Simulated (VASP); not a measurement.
Write the native input for VASP 6.6.1 that does the following.

```yaml
Task: single point
Functional: PBE
Potentials_or_basis: VASP PAW PBE potentials, release 64 (Co, Si)
Cutoff: 520 eV
k_mesh: 12 × 12 × 12
Occupations: gaussian, width 0.15 eV
Spin: no spin polarisation
Dipole_correction: no
Further_INCAR_settings: ALGO = Normal; EDIFF = 1e-06; NBANDS = 16
```

The structure of CoSi2 lies in POSCAR:

```
CoSi2
1.0
    0.0000000000      2.6801763726      2.6801763726
    2.6801763726      0.0000000000      2.6801763726
    2.6801763726      2.6801763726      0.0000000000
Co Si
1 2
Direct
   -0.0156115344      0.0156115344     -0.0156115344
    0.2969745205      0.2030254795      0.2357845176
    0.7357845176      0.7642154824      0.7969745205
```

This cell differs from its parent crystal: atoms displaced along a vibrational mode.

These files were run (other wordings do the same):

INCAR

```
SYSTEM = CoSi2
PREC     = Accurate       ! precision mode
ENCUT    = 520            ! plane-wave cutoff, eV
EDIFF    = 1E-6           ! SCF threshold, eV
ISMEAR   = 0              ! smearing method
SIGMA    = 0.15           ! smearing width, eV
LREAL    = .False.        ! projectors in reciprocal space
LASPH    = .True.         ! aspherical terms in the spheres
NELM     = 80             ! most SCF steps
ALGO     = Normal         ! electronic algorithm
ISIF     = 2              ! what is computed and relaxed
LWAVE    = .False.        ! write WAVECAR
LCHARG   = .False.        ! write CHGCAR
GGA      = PE             ! functional
NBANDS   = 16             ! bands
```

KPOINTS

```
regular mesh
0
Gamma
  12 12 12
  0 0 0
```

Potentials or basis: VASP PAW PBE potentials, release 64 (Co, Si).

Launch:

```bash
$ cat potpaw_PBE.64/Co/POTCAR potpaw_PBE.64/Si/POTCAR > POTCAR
$ mpirun -np 1 vasp_std > vasp.out
```

It gave:

| Property | Result |
| --- | --- |
| Pressure | 6.7 GPa |
| Largest force | 2.615 eV/Å |
| Band gap on the k mesh | zero (an odd number of electrons rules out a gap without spin polarisation) |

Caveat: the cell differs from its parent crystal (atoms displaced along a vibrational mode); the cell stands under pressure; the run has no spin polarisation, though such a crystal can be magnetic; forces of over 1 eV/Å act on the atoms, so gaps and moduli don't describe the material at rest.

It took 3.6 min on 1 thread of Intel(R) Xeon(R) Platinum 8259CL CPU @ 2.50GHz (Skylake/Cascade Lake), on a shared host, peak memory 0.39 GiB.
